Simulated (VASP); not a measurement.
A run of VASP 6.6.1:

The input INCAR:

```
PREC = Accurate
ENCUT = 520
EDIFF = 1E-6
ISMEAR = -1
SIGMA = 0.05
LREAL = Auto
LASPH = T
NELM = 150
ALGO = Normal
ISIF = 2
LWAVE = F
LCHARG = T
ISPIN = 2
MAGMOM = 0 0 0 0 0 0 0 0 0 0 0 0 0 0 0 0 1
LORBIT = 11
LMAXMIX = 4
GGA = PE
LELF = T
LVHAR = T
NBANDS = 88
```

File KPOINTS:

```
Automatic mesh
0
Gamma
  2 2 1
```

File POSCAR:

```
Zr8N9
1.0
    6.5478090000      0.0000000000      0.0000000000
    3.2739040000      5.6705690000      0.0000000000
    0.0000000000      0.0000000000     15.0096980000
Zr N
8 9
Direct
    0.0000000000      0.0000000000      0.0666235923
    0.0000059640      0.5000027334      0.0666235923
    0.4999993127      0.0000000000      0.0666235923
    0.5000052767      0.5000027334      0.0666235923
    0.6847448657      0.6583642664      0.2429229422
    0.6741588686      0.2104021660      0.2332025601
    0.1536384410      0.6816952584      0.2563009596
    0.1572344187      0.1800172081      0.2509310980
    0.3487427106      0.8461761068      0.1480842586
    0.3336127539      0.3470374842      0.1375377439
    0.8199421927      0.8314156833      0.1369847681
    0.8246372868      0.3659950174      0.1560790897
   -0.0218178492      0.5310049133      0.3155493202
   -0.0164164977      0.0316723066      0.3070481498
    0.4880756666      0.5084674924      0.3039967893
    0.4980518978      0.0164181055      0.4076897483
    0.4986241362      1.1071199381      0.4682572561
```

Potentials or basis: VASP PAW PBE potentials, release 64 (Zr_sv, N).

The run is started by

```sh
$ cat potpaw_PBE.64/Zr_sv/POTCAR potpaw_PBE.64/N/POTCAR > POTCAR
$ mpirun -np 1 vasp_std > vasp.out
```

Hardware: 1 thread of Intel Xeon 8259CL, on a shared host.

Q: Estimate the wall time of this run.

A: Wall time 34 min on 1 thread of Intel Xeon 8259CL, on a shared host, peak memory 0.96 GiB. Counts: scf iterations 38, k points 4.
